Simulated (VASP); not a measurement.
Nb: relaxation of cell and atoms with PBEsol

Nb:

```
CELL_PARAMETERS angstrom
-1.56464 1.56464 1.56464
1.56464 -1.56464 1.56464
1.56464 1.56464 -1.56464
ATOMIC_POSITIONS crystal
Nb 0.00000 0.00000 0.00000
```

| Item | Value |
| --- | --- |
| Program | VASP 6.6.1 |
| Task | relaxation of cell and atoms |
| Functional | PBEsol |
| Potentials or basis | VASP PAW PBE potentials, release 64 (Nb_sv) |
| Cutoff | 600 eV |
| k mesh | 18 × 18 × 18 |
| Occupations | gaussian, width 0.1 eV |
| Spin | no spin polarisation |
| Target pressure | 30 GPa |
| Dipole correction | no |
| Further INCAR settings | ALGO = Normal; EDIFF = 1e-07; IBRION = 2; EDIFFG = -0.008; NSW = 70; ISIF = 3 |

```
Relaxed volume                                             : 15.33 Å³/atom
Relaxed cell                                               : a = 2.711 Å, b = 2.711 Å, c = 2.711 Å, α = 109.47°, β = 109.47°, γ = 109.47°
Space group after relaxing (to 0.1 Å)                      : Im-3m (No. 229)
Energy change on relaxing (the run minimises the enthalpy) : -1.9 meV/atom
Ionic steps                                                : 3
Pressure after relaxing                                    : 30.0 GPa
Band gap on the k mesh                                     : zero (an odd number of electrons rules out a gap without spin polarisation)
```

Step by step:
```
step  energy change (eV)  largest force (eV/Å)  pressure (GPa)  volume (Å³)
   1              0.0000                0.0000           30.20        15.32
   2             -0.0080                0.0000           29.40        15.36
   3             -0.0019                0.0000           29.99        15.33
```

Final structure:
```yaml
crystal:
  lattice:
    - [-1.56498, 1.56498, 1.56498]
    - [1.56498, -1.56498, 1.56498]
    - [1.56498, 1.56498, -1.56498]
  atoms:
    - { symbol: Nb, position: [0.00000, 0.00000, 0.00000] }
```

Levels at points of the mesh, in eV from the Fermi level:
```csv
k point,band 2,band 3,band 4,band 5,band 6,band 7,band 8,band 9,band 10
"(0.00, 0.00, 0.00)",-29.04,-29.04,-29.04,-6.22,0.24,0.24,0.24,3.72,3.72
"(0.50, 0.00, 0.00)",-31.27,-29.73,-29.08,-4.51,-2.26,3.21,3.89,4.72,7.80
"(0.50, 0.50, 0.50)",-30.53,-30.53,-30.53,-4.82,-4.82,6.79,6.79,6.79,10.52
```

It took 33 s on 1 thread of Intel(R) Xeon(R) 6975P-C (Granite Rapids) (shared host), peak memory 0.17 GiB.

Caveat: the cell is relaxed towards a set pressure, so the run minimises the enthalpy, not the energy; the PAW data sets were made with another functional, which shifts forces and pressure a little.
